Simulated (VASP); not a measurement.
Write the native input for VASP 6.6.1 that does the following.

| Property | Result |
| --- | --- |
| Task | single point |
| Functional | PBE |
| Potentials or basis | VASP PAW PBE potentials, release 64 (W_sv, C) |
| Cutoff | 520 eV |
| k mesh | 17 × 17 × 15 |
| Occupations | fermi-dirac, width 0.1 eV |
| Spin | no spin polarisation |
| Dipole correction | no |
| Further INCAR settings | ALGO = Normal; EDIFF = 1e-06; NBANDS = 16 |

The structure of WC (WC type) lies in POSCAR:

```
WC
1.0
    2.8576459948      0.0000000000      0.0000000000
   -1.4288229974      2.4747940265      0.0000000000
    0.0000000000      0.0000000000      2.7980647087
W C
1 1
Direct
    0.0000000000      0.0000000000      0.0000000000
    0.3333333333      0.6666666667      0.5000000000
```

This cell differs from its parent crystal: volume scaled by 0.94.

These files were run (other wordings do the same):

INCAR

```
SYSTEM = WC
PREC = Accurate
ENCUT = 520
EDIFF = 1E-6
ISMEAR = -1
SIGMA = 0.1
LREAL = .FALSE.
LASPH = .TRUE.
NELM = 60
ALGO = Normal
ISIF = 2
LWAVE = .FALSE.
LCHARG = .FALSE.
GGA = PE
NBANDS = 16
```

KPOINTS

```
regular mesh
0
G
  17 17 15
  0 0 0
```

Potentials or basis: VASP PAW PBE potentials, release 64 (W_sv, C).

The run is started by

```console
$ cat potpaw_PBE.64/W_sv/POTCAR potpaw_PBE.64/C/POTCAR > POTCAR
$ mpirun -np 1 vasp_std > vasp.out
```

Results of the run:

| Item | Value |
| --- | --- |
| Pressure | 28.4 GPa |
| Band gap on the k mesh | zero (band 9 reaches 12.41 eV, above the bottom of band 10 at 11.14 eV) |

Caveat: spin-orbit coupling is left out, which moves the levels of the heavy elements.

Run time: 21 s on 1 thread of Intel(R) Xeon(R) 6975P-C (Granite Rapids), with other jobs on the host, peak memory 0.2 GiB.
